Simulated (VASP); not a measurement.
Set up this calculation in VASP 6.6.1, as the native input.

```
Task                   : single point
Functional             : r2SCAN
Potentials or basis    : VASP PAW PBE potentials, release 64 (Co)
Cutoff                 : 520 eV
k mesh                 : 27 × 27 × 24
Occupations            : gaussian, width 0.1 eV
Spin                   : collinear spin, ferromagnetic start
Starting moments       : [2.23] μB
Dipole correction      : no
Further INCAR settings : ALGO = Normal; EDIFF = 1e-06; NBANDS = 14
```

Crystal: Co.

```xyz
1
Lattice="2.4327 0.0000 0.0000 -1.2163 2.1068 0.0000 0.0000 0.0000 2.3189" Properties=species:S:1:pos:R:3 pbc="T T T"
Co    0.0000    0.0000    0.0000
```

This isn't the form of Co at room conditions, which is hcp.

These files were run (other wordings do the same):

POSCAR

```
Co
1.0
    2.4326662837      0.0000000000      0.0000000000
   -1.2163331419      2.1067508006      0.0000000000
    0.0000000000      0.0000000000      2.3188918663
Co
1
Direct
    0.0000000000      0.0000000000      0.0000000000
```

INCAR.step1

```
SYSTEM = Co
PREC     = Accurate       ! precision mode
ENCUT    = 520            ! plane-wave cutoff, eV
ISMEAR   = 0              ! smearing method
SIGMA    = 0.1            ! smearing width, eV
LREAL    = .False.        ! projectors in reciprocal space
LASPH    = .True.         ! aspherical terms in the spheres
NELM     = 150            ! most SCF steps
ISPIN    = 2              ! spin polarisation
MAGMOM   = 2.23           ! initial moments
LMAXMIX  = 4              ! l up to which the mixer works
NBANDS   = 14             ! bands
GGA      = PE             ! functional
ALGO     = Normal         ! electronic algorithm
EDIFF    = 1E-4           ! SCF threshold, eV
LWAVE    = .True.         ! write WAVECAR
LCHARG   = .False.        ! write CHGCAR
```

INCAR.step2

```
SYSTEM = Co
PREC     = Accurate       ! precision mode
ENCUT    = 520            ! plane-wave cutoff, eV
EDIFF    = 1E-6           ! SCF threshold, eV
ISMEAR   = 0              ! smearing method
SIGMA    = 0.1            ! smearing width, eV
LREAL    = .False.        ! projectors in reciprocal space
LASPH    = .True.         ! aspherical terms in the spheres
NELM     = 150            ! most SCF steps
ALGO     = Normal         ! electronic algorithm
ISIF     = 2              ! what is computed and relaxed
LWAVE    = .False.        ! write WAVECAR
LCHARG   = .False.        ! write CHGCAR
ISPIN    = 2              ! spin polarisation
MAGMOM   = 2.23           ! initial moments
LORBIT   = 11             ! projections on sites
LMAXMIX  = 4              ! l up to which the mixer works
METAGGA  = R2SCAN         ! meta-GGA
LMIXTAU  = .True.       
NBANDS   = 14             ! bands
ISTART   = 1
```

KPOINTS

```
Automatic mesh
0
Gamma
  27 27 24
  0 0 0
```

Potentials or basis: VASP PAW PBE potentials, release 64 (Co).

Run with:

```bash
$ cat potpaw_PBE.64/Co/POTCAR > POTCAR
$ cp INCAR.step1 INCAR
$ mpirun -np 1 vasp_std > vasp.out
$ cp INCAR.step2 INCAR
$ mpirun -np 1 vasp_std > vasp.out
```

Results of the run:

- Pressure: -0.3 GPa
- Net moment: 1.95 μB per cell
- Site moments: Co +2.00 μB
- Valence electrons inside the program's atomic spheres: Co 8.23

Caveat: the PAW data sets were made with another functional, which shifts forces and pressure a little.

Wall time 22 min on 1 thread of Intel Xeon 8259CL, with other jobs on the host, peak memory 0.33 GiB.
